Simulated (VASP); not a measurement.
# Si2Bi2S (I4/mmm) in VASP: notebook, part 2 of 2

VASP 6.6.1. The steps go on from the part before.

## Step 4: Relaxation of cell and atoms, PBE

Input file INCAR:

```
  ALGO = Normal
  EDIFF = 1E-7
  EDIFFG = -0.04
  ENCUT = 600
  GGA = PE
  IBRION = 2
  ISIF = 3
  ISMEAR = 0
  LASPH = True
  LCHARG = False
  LREAL = False
  LWAVE = False
  NELM = 100
  NSW = 90
  PREC = Accurate
  SIGMA = 0.1
```

Input file KPOINTS:

```
k-points
0
Gamma
  6 6 6
```

Input file POSCAR:

```
Si2Bi2S
1.0
   -2.2291476900      2.2291476900      5.6374580800
    2.2291476900     -2.2291476900      5.6374580800
    2.2291476900      2.2291476900     -5.6374580800
Si Bi S
2 2 1
Direct
    0.6278911800      0.6278911800      0.0000000000
    0.3721088200      0.3721088200      0.0000000000
    0.7500000000      0.2500000000      0.5000000000
    0.2500000000      0.7500000000      0.5000000000
    0.0000000000      0.0000000000      0.0000000000
```

Potentials or basis: VASP PAW PBE potentials, release 64 (Si, Bi_d, S).

Command:

```console
cat potpaw_PBE.64/Si/POTCAR potpaw_PBE.64/Bi_d/POTCAR potpaw_PBE.64/S/POTCAR > POTCAR
mpirun -np 1 vasp_std > vasp.out
```

OUTCAR:

```text
EDIFF = 1E-7
   EDIFFG = -0.04
   ENCUT = 600
   GGA = PE
   IBRION = 2
   ISIF = 3
   ISMEAR = 0
   LASPH = True
   LREAL = False
   NELM = 100
   NSW = 90
   PREC = Accurate

 ion  position               nearest neighbor table
   1  0.628  0.628  0.000-   4 2.62   3 2.62   3 2.62   4 2.62   2 2.88
   2  0.372  0.372  0.000-   3 2.62   4 2.62   4 2.62   3 2.62   1 2.88
   3  0.750  0.250  0.500-   2 2.62   1 2.62   2 2.62   1 2.62   4 3.15   4 3.15   4 3.15   4 3.15

   4  0.250  0.750  0.500-   2 2.62   1 2.62   2 2.62   1 2.62   3 3.15   3 3.15   3 3.15   3 3.15

   5  0.000  0.000  0.000-

  LATTYP: Found a body centered tetragonal cell.
 ALAT       =     4.4582953800
 C/A-ratio  =     2.5289746863

  Lattice vectors:

 A1 = (  -2.2291476900,   2.2291476900,   5.6374580800)
[... 193 lines left out ...]
  Total       16.6314799     16.6314799      0.9736899      0.0000000      0.0000000      0.0000000
  in kB      237.8047228    237.8047228     13.9222756      0.0000000      0.0000000      0.0000000
  external PRESSURE =     163.1772404 kB  Pullay stress =       0.0000000 kB
[... 1509 lines left out ...]
     25       8.0617      0.00000
     26       9.1110      0.00000

 [... further k-points ...]

[... ionic steps 4 to 9 ...]

--------------------------------------- Ionic step       10  -------------------------------------------

 number of electron      44.0000000 magnetization

------------------------ aborting loop because EDIFF is reached ----------------------------------------
[... 73 lines left out ...]
--------------------------------------- Ionic step       12  -------------------------------------------

 number of electron      44.0000000 magnetization

 Free energy of the ion-electron system (eV)
  ---------------------------------------------------
  ext. energy  EPLUGINS =         0.00000000
  ---------------------------------------------------
  free energy    TOTEN  =       -20.81293845 eV

  energy without entropy =      -20.80669475  energy(sigma->0) =      -20.80981660

 E-fermi :   6.5492     XC(G=0): -10.0273

 val. band max:        6.4993806894   @ k =   0.3333   0.3333   0.1667
 cond. band min:       6.5549700170   @ k =  -0.1667  -0.3333   0.1667
 fundamental gap:      0.0555893275
 Fermi energy:         6.5491757237
[... 728 lines left out ...]
  FREE ENERGIE OF THE ION-ELECTRON SYSTEM (eV)
  ---------------------------------------------------
  free  energy   TOTEN  =       -20.8129384538 eV

  energy  without entropy=      -20.8066947523  energy(sigma->0) =      -20.80981660

 reached required accuracy - stopping structural energy minimisation
```

OSZICAR:

```text
N       E                     dE             d eps       ncg     rms          rms(c)
DAV:   1     0.441785552585E+03    0.44179E+03   -0.23641E+04  1560   0.202E+03
DAV:   2     0.314116752445E+02   -0.41037E+03   -0.40403E+03  1576   0.492E+02
DAV:   3    -0.162203270836E+02   -0.47632E+02   -0.46375E+02  2054   0.167E+02
[... 143 lines left out ...]
DAV:   3    -0.208129338858E+02    0.47384E-03   -0.17430E-03  2070   0.479E-01    0.272E-02
DAV:   4    -0.208129346668E+02   -0.78093E-06   -0.14531E-04  1692   0.943E-02    0.123E-02
DAV:   5    -0.208129368241E+02   -0.21573E-05   -0.15307E-05  2130   0.242E-02    0.876E-03
DAV:   6    -0.208129377383E+02   -0.91418E-06   -0.18676E-06  1924   0.914E-03    0.456E-03
DAV:   7    -0.208129384259E+02   -0.68767E-06   -0.31087E-07  1374   0.401E-03    0.949E-04
DAV:   8    -0.208129384538E+02   -0.27919E-07   -0.57873E-08   814   0.210E-03
  12 F= -.20812938E+02 E0= -.20809817E+02  d E =-.271521E-03
```

It took 23 min on 1 thread of Intel Xeon Platinum 8559C (Emerald Rapids), shared host; peak memory 0.44 GiB.

What came out:

```
Free energy                            : -20.8129 eV
Relaxed volume                         : 24.06 Å³/atom
Relaxed cell                           : a = 5.739 Å, b = 5.739 Å, c = 5.739 Å, α = 125.68°, β = 125.68°, γ = 80.41°
Space group after relaxing (to 0.05 Å) : I4/mmm (No. 139)
Energy gained by relaxing              : 637.8 meV/atom
Ionic steps                            : 12
Pressure after relaxing                : 0.0 GPa
Largest force after relaxing           : 0.037 eV/Å
Band gap on the k mesh                 : zero (band 22 reaches 8.23 eV, above the bottom of band 23 at 5.48 eV)
```

Forces in eV/Å, atoms in the order of the input:
```
Si   0.000  0.000  0.037
Si   0.000  0.000 -0.037
Bi   0.000  0.000  0.000
Bi   0.000  0.000  0.000
S    0.000  0.000  0.000
```

Step by step:
```tsv
step	energy change (eV)	largest force (eV/Å)	pressure (GPa)	volume (Å³)
1	0.0000	3.8116	16.32	112.05
2	-1.7582	0.2154	-6.74	152.32
3	-2.0062	0.6962	-3.30	138.74
4	-2.5303	0.3488	-2.17	131.49
5	-2.6581	1.7987	-0.60	127.03
6	-2.9485	1.5583	1.08	121.44
7	-3.0484	1.3972	3.89	114.94
8	-3.1662	0.6033	-0.32	120.84
9	-3.1822	0.2057	0.68	119.12
10	-3.1883	0.0503	-0.32	120.92
11	-3.1888	0.0021	-0.12	120.55
12	-3.1890	0.0369	-0.01	120.32
```

Final structure:
```
Si Bi S
1.0
    -2.61961    2.61961    4.38320
     2.61961   -2.61961    4.38320
     2.61961    2.61961   -4.38320
Si Bi S
2 2 1
Cartesian
  0.0000 0.0000 5.5425
  0.0000 0.0000 3.2239
  0.0000 2.6196 2.1916
  2.6196 0.0000 2.1916
  2.6196 2.6196 -4.3832
```

Levels at points of the mesh, in eV from the Fermi level:
```
           k point  band 20  band 21  band 22  band 23  band 24  band 25
(0.00, 0.00, 0.00)    -2.13    -1.77    -1.77    -1.07    -0.23     3.20
(0.50, 0.00, 0.00)    -1.82    -0.77    -0.17     0.46     2.09     2.35
(0.50, 0.50, 0.00)    -1.00    -0.08     1.31     1.59     2.04     2.78
(0.50, 0.50, 0.50)    -0.79    -0.79    -0.44    -0.44    -0.16     1.27
```

Caveat: spin-orbit coupling is left out, which moves the levels of the heavy elements.

## Step 5: Single point, PBE

This run uses another cell than the first one, of 24.13 Å³/atom, 1.077 times its volume.

Input file INCAR:

```
SYSTEM = Si2Bi2S
  PREC = Accurate
  ENCUT = 520
  EDIFF = 1E-6
  ISMEAR = 0
  SIGMA = 0.1
  LREAL = .FALSE.
  LASPH = .TRUE.
  NELM = 80
  ALGO = Normal
  ISIF = 2
  LWAVE = .FALSE.
  LCHARG = .FALSE.
  GGA = PE
  NBANDS = 30
```

Input file KPOINTS:

```
Automatic mesh
0
G
  10 10 10
  0 0 0
```

Input file POSCAR:

```
Si2Bi2S
1.0
   -2.6234155577      2.6234155577      4.3821670475
    2.6234155577     -2.6234155577      4.3821670475
    2.6234155577      2.6234155577     -4.3821670475
Si Bi S
2 2 1
Direct
    0.6325290764      0.6325290764      0.0000000000
    0.3674709236      0.3674709236      0.0000000000
    0.7500000000      0.2500000000      0.5000000000
    0.2500000000      0.7500000000      0.5000000000
    0.0000000000      0.0000000000      0.0000000000
```

Command:

```console
cat potpaw_PBE.64/Si/POTCAR potpaw_PBE.64/Bi_d/POTCAR potpaw_PBE.64/S/POTCAR > POTCAR
mpirun -np 1 vasp_std > vasp.out
```

Run time: 4.1 min. Hardware: 1 thread of Intel Xeon Platinum 8559C (Emerald Rapids), shared host; peak memory 0.53 GiB.

It converged, with:

| Property | Result |
| --- | --- |
| Free energy | -20.7853 eV |
| Pressure | -0.1 GPa |
| Band gap on the k mesh | zero (band 22 reaches 8.21 eV, above the bottom of band 23 at 5.45 eV) |

Forces in eV/Å, atoms in the order of the input:
```
Si   0.000  0.000  0.002
Si   0.000  0.000 -0.002
Bi   0.000  0.000  0.000
Bi   0.000  0.000  0.000
S    0.000  0.000  0.000
```

Levels at points of the mesh, in eV from the Fermi level:
| k point | band 20 | band 21 | band 22 | band 23 | band 24 | band 25 |
| --- | --- | --- | --- | --- | --- | --- |
| (0.00, 0.00, 0.00) | -2.14 | -1.81 | -1.81 | -1.10 | -0.26 | 3.16 |
| (0.50, 0.00, 0.00) | -1.85 | -0.80 | -0.19 | 0.42 | 2.04 | 2.33 |
| (0.50, 0.50, 0.00) | -1.01 | -0.12 | 1.28 | 1.55 | 2.00 | 2.75 |
| (0.50, 0.50, 0.50) | -0.82 | -0.82 | -0.48 | -0.48 | -0.19 | 1.23 |

Caveat: spin-orbit coupling is left out, which moves the levels of the heavy elements.

## Step 6: Summary

| task | cell | k mesh | cutoff (eV) | gap on the mesh (eV) | pressure (GPa) | largest force (eV/Å) |
| --- | --- | --- | --- | --- | --- | --- |
| single point | a = 6.459 Å, angles 139.6, 139.6, 58.4°, 5 atoms | 6 × 6 × 6 | 520 | none | 16.3 | 3.81 |
| single point | a = 5.736 Å, angles 125.7, 125.7, 80.4°, 5 atoms | 6 × 6 × 6 | 520 | none | 0.1 | - |
| relaxation of cell and atoms | relaxed from a = 6.459 Å, angles 139.6, 139.6, 58.4°, 5 atoms | 6 × 6 × 6 | 600 | none | 0.0 | 0.04 |
| single point | a = 5.742 Å, angles 125.6, 125.6, 80.5°, 5 atoms | 10 × 10 × 10 | 520 | none | -0.1 | - |

Alike in all rows: level PBE; potentials or basis VASP PAW PBE potentials, release 64 (Si, Bi_d, S); no spin polarisation; smearing gaussian 0.1 eV.

Caveats: spin-orbit coupling is left out, which moves the levels of the heavy elements; forces of over 1 eV/Å act on the atoms, so gaps and moduli don't describe the material at rest (some runs).

Total energies depend on the potentials used, so only differences within one code and one set of settings carry meaning.
